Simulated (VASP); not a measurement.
# Sb in VASP: settings compared

Aim: see how the results for Sb move with the level of theory and the settings. Levels: PBE, PBEsol, LDA. Tasks: single point.

All numbers are computed with VASP 6.6.1; they aren't measurements. Logs are shortened: lines on timing, memory, paths and dates and some standing lists are left out, and cuts for length are marked.

**1. The cell of the first run**

The cell holds a slab with vacuum, 4 atoms: a = 4.782 Å, b = 4.396 Å, c = 29.022 Å, α = 90.00°, β = 90.00°, γ = 90.00°.

**2. Single point, PBE**

INCAR reads:

```
SYSTEM = Sb
  ALGO = Normal
  DIPOL = 0.5 0.5 0.327
  EDIFF = 1E-6
  ENCUT = 400
  GGA = PE
  GGA_COMPAT = .FALSE.
  IDIPOL = 3
  ISIF = 2
  ISMEAR = -1
  LASPH = .TRUE.
  LCHARG = .TRUE.
  LDIPOL = .TRUE.
  LELF = .TRUE.
  LREAL = .FALSE.
  LVACPOTAV = .TRUE.
  LVHAR = .TRUE.
  LWAVE = .FALSE.
  NBANDS = 38
  NELM = 120
  NELMDL = -8
  PREC = Accurate
  SIGMA = 0.02
```

KPOINTS reads:

```
k-points
0
G
  4 6 1
  0 0 0
```

POSCAR reads:

```
Sb
1.0
    4.7816513977      0.0000000000      0.0000000000
    0.0000000000      4.3964058403      0.0000000000
    0.0000000000      0.0000000000     29.0216962420
Sb
4
Direct
    0.0443451693      0.0000000000      0.3758521254
    0.4556548307      0.5000000000      0.3758521254
    0.5443451693      0.5000000000      0.2788304900
    0.9556548307      0.0000000000      0.2788304900
```

Potentials or basis: VASP PAW PBE potentials, release 64 (Sb_d_GW).

Run with:

```console
cat potpaw_PBE.64/Sb_d_GW/POTCAR > POTCAR
mpirun -np 1 vasp_std > vasp.out
```

OUTCAR:

```text
SYSTEM = Sb
   EDIFF = 1E-6
   ENCUT = 400
   GGA = PE
   ISIF = 2
   ISMEAR = -1
   LASPH = .TRUE.
   LREAL = .FALSE.
   NELM = 120
   NELMDL = -8
   PREC = Accurate

 ion  position               nearest neighbor table
   1  0.044  0.000  0.376-   4 2.85   2 2.95   2 2.95
   2  0.456  0.500  0.376-   3 2.85   1 2.95   1 2.95
   3  0.544  0.500  0.279-   2 2.85   4 2.95   4 2.95
   4  0.956  0.000  0.279-   1 2.85   3 2.95   3 2.95

  LATTYP: Found a simple orthorhombic cell.
 ALAT       =     4.3964058403
 B/A-ratio  =     1.0876273873
 C/A-ratio  =     6.6012323012

  Lattice vectors:

 A1 = (   0.0000000000,  -4.3964058403,   0.0000000000)
 A2 = (   4.7816513977,   0.0000000000,   0.0000000000)
 A3 = (   0.0000000000,   0.0000000000,  29.0216962420)

Analysis of symmetry for initial positions (statically):
=====================================================================
 Subroutine PRICEL returns:
 Original cell was already a primitive cell.

 Routine SETGRP: Setting up the symmetry group for a
 simple orthorhombic supercell.

 Subroutine GETGRP returns: Found  8 space group operations
 (whereof  2 operations were pure point group operations)
 out of a pool of  8 trial point group operations.

The static configuration has the point symmetry C_1h.
 The point group associated with its full space group is D_2h.

Analysis of symmetry for dynamics (positions and initial velocities):
=====================================================================
 Subroutine PRICEL returns:
 Original cell was already a primitive cell.

 Routine SETGRP: Setting up the symmetry group for a
 simple orthorhombic supercell.

 Subroutine GETGRP returns: Found  8 space group operations
 (whereof  2 operations were pure point group operations)
 out of a pool of  8 trial point group operations.

The dynamic configuration has the point symmetry C_1h.
 The point group associated with its full space group is D_2h.

 Subroutine INISYM returns: Found  8 space group operations
 (whereof  2 operations are pure point group operations),
 and found     1 'primitive' translations

----------------------------------------------------------------------------------------

                                     Primitive cell

  volume of cell :     610.0964

  direct lattice vectors                    reciprocal lattice vectors
     4.781651398  0.000000000  0.000000000     0.209132770  0.000000000  0.000000000
     0.000000000  4.396405840  0.000000000     0.000000000  0.227458528  0.000000000
     0.000000000  0.000000000 29.021696242     0.000000000  0.000000000  0.034456980

  length of vectors
     4.781651398  4.396405840 29.021696242     0.209132770  0.227458528  0.034456980

  position of ions in fractional coordinates (direct lattice)
     0.044345169  0.000000000  0.375852125
     0.455654831  0.500000000  0.375852125
     0.544345169  0.500000000  0.278830490
     0.955654831  0.000000000  0.278830490

  ion indices of the primitive-cell ions
   primitive index   ion index
                 1           1
                 2           2
                 3           3
                 4           4

----------------------------------------------------------------------------------------

 KPOINTS: k-points

Automatic generation of k-mesh.
 Grid dimensions read from file:
 generate k-points for:    4    6    1

 Generating k-lattice:

  Cartesian coordinates                     Fractional coordinates (reciprocal lattice)
     0.052283192  0.000000000  0.000000000     0.250000000  0.000000000  0.000000000
     0.000000000  0.037909755  0.000000000     0.000000000  0.166666667  0.000000000
     0.000000000  0.000000000  0.034456980     0.000000000  0.000000000  1.000000000

  Length of vectors
     0.052283192  0.037909755  0.034456980

  Shift w.r.t. Gamma in fractional coordinates (k-lattice)
     0.000000000  0.000000000  0.000000000

 Subroutine IBZKPT returns following result:
 ===========================================

 Found     12 irreducible k-points:

 Following reciprocal coordinates:
            Coordinates               Weight
  0.000000  0.000000  0.000000      1.000000
  0.250000  0.000000  0.000000      2.000000
  0.500000  0.000000  0.000000      1.000000
  0.000000  0.166667  0.000000      2.000000
  0.250000  0.166667  0.000000      4.000000
  0.500000  0.166667  0.000000      2.000000
  0.000000  0.333333  0.000000      2.000000
  0.250000  0.333333  0.000000      4.000000
  0.500000  0.333333  0.000000      2.000000
  0.000000  0.500000  0.000000      1.000000
  0.250000  0.500000  0.000000      2.000000
  0.500000  0.500000  0.000000      1.000000
   k-points           NKPTS =     12   k-points in BZ     NKDIM =     12   number of bands    NBANDS=     38
   number of dos      NEDOS =    301   number of ions     NIONS =      4
   total plane-waves  NPLWV = 184320
   dimension x,y,z NGX =    32 NGY =   30 NGZ =  192
   dimension x,y,z NGXF=    64 NGYF=   60 NGZF=  384
   ions per type =               4
   NGX,Y,Z   is equivalent  to a cutoff of  11.13, 11.34, 11.00 a.u.
   NGXF,Y,Z  is equivalent  to a cutoff of  22.25, 22.69, 22.00 a.u.
 SYSTEM =  Sb
   PREC   = accura    normal or accurate (medium, high low for compatibility)
   ISTART =      0    job   : 0-new  1-cont  2-samecut
   ICHARG =      2    charge: 1-file 2-atom 10-const
   ISPIN  =      1    spin polarized calculation?
   LNONCOLLINEAR =      F non collinear calculations
   LSORBIT =      F    spin-orbit coupling
   LASPH  =      T    aspherical Exc in radial PAW
   ENCUT  =  400.0 eV  29.40 Ry    5.42 a.u.   7.80  7.17 47.33*2*pi/ulx,y,z
   NELM   =    120;   NELMIN=  2; NELMDL= -8     # of ELM steps
   EDIFF  = 0.1E-05   stopping-criterion for ELM
   LREAL  =      F    real-space projection
   EDIFFG = 0.1E-04   stopping-criterion for IOM
   NSW    =      0    number of steps for IOM
   IBRION =     -1    ionic relax: 0-MD 1-quasi-New 2-CG
   NFREE  =      0    steps in history (QN), initial steepest desc. (CG)
   ISIF   =      2    stress and relaxation
   ISYM   =      2    0-nonsym 1-usesym 2-fastsym
   POTIM  = 0.5000    time-step for ionic-motion
   TEBEG  =    0.0;   TEEND  =   0.0 temperature during run
   PSTRESS=    0.0 pullay stress
   NELECT =      60.0000    total number of electrons
   NUPDOWN=      -1.0000    fix difference up-down
   EMIN   =  10.00;   EMAX   =-10.00  energy-range for DOS
   EFERMI =   0.00;   METHOD = LEGACY
   ISMEAR =    -1;   SIGMA  =   0.02  broadening in eV -4-tet -1-fermi 0-gaus
   EFERMI_NEDOS =   21; number of points for ismear=-14 and -15
   IALGO  =     38    algorithm
   IMIX   =      4    mixing-type and parameters
     AMIX     =   0.40;   BMIX     =  1.00
     AMIX_MAG =   1.60;   BMIX_MAG =  1.00
  volume/ion in A,a.u.               =     152.52      1029.28
  Fermi-wavevector in a.u.,A,eV,Ry     =   0.755659  1.427988  7.769202  0.571020
  Thomas-Fermi vector in A             =   1.853603
   LORBIT       =      0    0 simple, 1 ext, 2 COOP (PROOUT), +10 PAW based schemes
   GGA     = PE    functional components
   LHFCALC =     F    Hartree Fock is set to
   AEXX    =    0.0000 exact exchange contribution
   IVDW    =     0    specifies the selected vdW correction
   LEPSILON=     F    determine dielectric tensor
   LRPA    =     F    only Hartree local field effects (RPA)
 non-spin polarized calculation
  energy-cutoff  :      400.00
  volume of cell :      610.10
 maximum number of plane-waves:     11144
 NGX is ok and might be reduce to    32
   NGX = 15   NGY = 15   NGZ = 95

 dipolmoment           0.000000      0.000000     -0.000071 electrons x Angstroem

 number of electron      59.9999979 magnetization

 dipolmoment           0.000000      0.000000      0.000004 electrons x Angstroem

 Free energy of the ion-electron system (eV)
  ---------------------------------------------------
  ext. energy  EPLUGINS =         0.00000000
  ---------------------------------------------------
  free energy    TOTEN  =       -16.29135799 eV

  energy without entropy =      -16.29135796  energy(sigma->0) =      -16.29135797

 E-fermi :  -2.1202     XC(G=0):  -2.4242

 val. band max:       -2.4041285569   @ k =   0.0000   0.0000   0.0000
 cond. band min:      -1.8362506096   @ k =   0.0000   0.0000   0.0000
 fundamental gap:      0.5678779473
 Fermi energy:        -2.1201745065

 k-point     1 :       0.0000    0.0000    0.0000
  band No.  band energies     occupation
      1     -31.3016      2.00000
      2     -31.3006      2.00000
      3     -31.2988      2.00000
      4     -31.2379      2.00000
      5     -31.2289      2.00000
      6     -31.2141      2.00000
[... 30 lines left out ...]
     37       1.8822      0.00000
     38       2.2118      0.00000

 k-point     2 :       0.2500    0.0000    0.0000
  band No.  band energies     occupation
      1     -31.2900      2.00000
      2     -31.2899      2.00000
      3     -31.2897      2.00000
      4     -31.2438      2.00000
      5     -31.2258      2.00000
      6     -31.2204      2.00000
[... 30 lines left out ...]
     37       1.7005      0.00000
     38       2.1130      0.00000

 k-point     3 :       0.5000    0.0000    0.0000
  band No.  band energies     occupation
      1     -31.2770      2.00000
      2     -31.2769      2.00000
      3     -31.2673      2.00000
      4     -31.2673      2.00000
      5     -31.2220      2.00000
      6     -31.2220      2.00000
[... 30 lines left out ...]
     37       2.8394      0.00000
     38       2.8395      0.00000

 k-point     4 :       0.0000    0.1667    0.0000
  band No.  band energies     occupation
      1     -31.2962      2.00000
      2     -31.2955      2.00000
      3     -31.2907      2.00000
      4     -31.2331      2.00000
      5     -31.2226      2.00000
      6     -31.2138      2.00000
[... 30 lines left out ...]
     37       1.9185      0.00000
     38       2.0437      0.00000
[... 211 lines left out ...]
      4     -31.2197      2.00000
      5     -31.2126      2.00000
      6     -31.2126      2.00000
[... 30 lines left out ...]
     37       3.0345      0.00000
     38       3.0345      0.00000

 k-point    11 :       0.2500    0.5000    0.0000
  band No.  band energies     occupation
      1     -31.2893      2.00000
      2     -31.2893      2.00000
      3     -31.2295      2.00000
      4     -31.2295      2.00000
      5     -31.2104      2.00000
      6     -31.2104      2.00000
[... 30 lines left out ...]
     37       2.3848      0.00000
     38       2.3848      0.00000

 k-point    12 :       0.5000    0.5000    0.0000
  band No.  band energies     occupation
      1     -31.2941      2.00000
      2     -31.2941      2.00000
      3     -31.2361      2.00000
      4     -31.2361      2.00000
      5     -31.2075      2.00000
      6     -31.2075      2.00000
[... 30 lines left out ...]
     37       3.6059      0.00000
     38       3.6068      0.00000

------------------------ aborting loop because EDIFF is reached ----------------------------------------

  FORCE on cell =-STRESS in cart. coord.  units (eV):
  Direction    XX          YY          ZZ          XY          YZ          ZX
  --------------------------------------------------------------------------------------
  -------------------------------------------------------------------------------------
  Total       -0.2532722     -0.2433866     -0.2249603     -0.0000000      0.0000000      0.0000000
  in kB       -0.6651194     -0.6391587     -0.5907695     -0.0000000      0.0000000      0.0000000
  external PRESSURE =      -0.6316825 kB  Pullay stress =       0.0000000 kB

 VOLUME and BASIS-vectors are now :
 -----------------------------------------------------------------------------
  energy-cutoff  :      400.00
  volume of cell :      610.10
      direct lattice vectors                 reciprocal lattice vectors
     4.781651398  0.000000000  0.000000000     0.209132770  0.000000000  0.000000000
     0.000000000  4.396405840  0.000000000     0.000000000  0.227458528  0.000000000
     0.000000000  0.000000000 29.021696242     0.000000000  0.000000000  0.034456980

 POSITION                                       TOTAL-FORCE (eV/Angst)
 -----------------------------------------------------------------------------------
      0.21204      0.00000     10.90787         0.001063     -0.000000      0.004020
      2.17878      2.19820     10.90787        -0.001063      0.000000      0.004020
      2.60287      2.19820      8.09213         0.001063      0.000000     -0.004020
      4.56961      0.00000      8.09213        -0.001063      0.000000     -0.004020
 -----------------------------------------------------------------------------------
    total drift:                                0.000000      0.000000     -0.000598

  FREE ENERGIE OF THE ION-ELECTRON SYSTEM (eV)
  ---------------------------------------------------
  free  energy   TOTEN  =       -16.2913579897 eV

  energy  without entropy=      -16.2913579551  energy(sigma->0) =      -16.29135797

 vacuum level on the upper side and lower side of the slab         1.792         1.792
```

Run time: 3.5 min. Hardware: 1 thread of AMD EPYC 9R45 (Zen 5), shared host; peak memory 0.5 GiB.

Results:

- Free energy: -16.2914 eV
- Largest force: 0.004 eV/Å

Forces on the atoms (eV/Å):
```
Sb   0.001  0.000  0.004
Sb  -0.001  0.000  0.004
Sb   0.001  0.000 -0.004
Sb  -0.001  0.000 -0.004
```

Caveat: spin-orbit coupling is left out, which moves the levels of the heavy elements.

[end of part 1 of 2]
